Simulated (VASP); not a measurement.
# Zn: single point with PBEsol

The system is Zn.

```
Zn
1.0
     2.70477    0.00000    0.00000
    -1.35239    2.34240    0.00000
     0.00000    0.00000    4.87250
Zn
2
Direct
  0.33333 0.66667 0.25000
  0.66667 0.33333 0.75000
```

This cell differs from its parent crystal: strain +0.015 along x and y, -0.015 along z.

```yaml
Program: VASP 6.6.1
Task: single point
Functional: PBEsol
Potentials_or_basis: VASP PAW PBE potentials, release 64 (Zn)
Cutoff: 520 eV
k_mesh: 24 × 24 × 10
Occupations: gaussian, width 0.15 eV
Spin: no spin polarisation
```

* Pressure: -6.1 GPa
* Band gap on the k mesh: zero (bands 12 and 13 overlap by 4.17 eV)

Stress tensor (GPa, compression positive):
```
-6.93  0.00  0.00
 0.00 -6.93  0.00
 0.00  0.00 -4.42
```

Levels at points of the mesh, in eV from the Fermi level:
```csv
k point,band 9,band 10,band 11,band 12,band 13,band 14,band 15,band 16
"(0.00, 0.00, 0.00)",-7.33,-7.09,-7.09,-3.50,-2.77,14.42,16.53,16.53
"(0.50, 0.00, 0.00)",-6.95,-6.93,-2.97,-2.38,2.71,3.44,4.09,5.64
"(0.00, 0.00, 0.50)",-7.19,-7.19,-7.19,-7.19,5.04,5.04,17.86,17.86
"(0.50, 0.00, 0.50)",-6.94,-6.94,-1.94,-1.94,-0.10,-0.10,10.35,10.35
```

Run time: 64 s on 1 thread of Intel(R) Xeon(R) 6975P-C (Granite Rapids) (shared host), peak memory 0.27 GiB.

Caveat: the cell differs from its parent crystal (strain +0.015 along x and y, -0.015 along z); the cell stands under tension; the PAW data sets were made with another functional, which shifts forces and pressure a little.
